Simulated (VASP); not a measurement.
InSe: single point with PBE+D3(BJ)

System: InSe, a slab with vacuum.

```
Se In
1.0
     4.02661    0.00000    0.00000
    -2.01331    3.48715    0.00000
     0.00000    0.00000   28.27071
Se In
4 4
Direct
  0.00000 0.00000 0.15918
  0.00000 0.00000 0.34967
  0.00000 0.00000 0.47559
  0.00000 0.00000 0.66609
  0.66667 0.33333 0.20500
  0.66667 0.33333 0.30385
  0.66667 0.33333 0.52142
  0.66667 0.33333 0.62026
```

```json
{"Program": "VASP 6.6.1", "Task": "single point", "Functional": "PBE", "Dispersion": "D3(BJ)", "Potentials or basis": "VASP PAW PBE potentials, release 64 (Se, In_d)", "Cutoff": "520 eV", "k mesh": "9 × 9 × 1", "Occupations": "gaussian, width 0.05 eV", "Spin": "no spin polarisation"}
```

The largest force is 0.039 eV/Å, the band gap on the k mesh is 1.13 eV (least direct gap 1.18 eV) and the dispersion energy per atom is -0.248 eV.

Forces on the atoms (eV/Å):
```
Se   0.000  0.000 -0.011
Se   0.000  0.000 -0.039
Se   0.000  0.000  0.039
Se   0.000  0.000  0.011
In   0.000  0.000  0.009
In   0.000  0.000 -0.027
In   0.000  0.000  0.027
In   0.000  0.000 -0.009
```

Levels at points of the mesh, in eV from the valence-band top:
| k point | band 36 | band 37 | band 38 | band 39 | band 40 | band 41 |
| --- | --- | --- | --- | --- | --- | --- |
| (0.00, 0.00, 0.00) | -0.68 | -0.68 | -0.06 | 1.13 | 1.61 | 2.45 |

It took 7.1 min on 1 thread of Intel(R) Xeon(R) Platinum 8488C (Sapphire Rapids) (shared host), peak memory 0.52 GiB.

Caveat: spin-orbit coupling is left out, which moves the levels of the heavy elements.
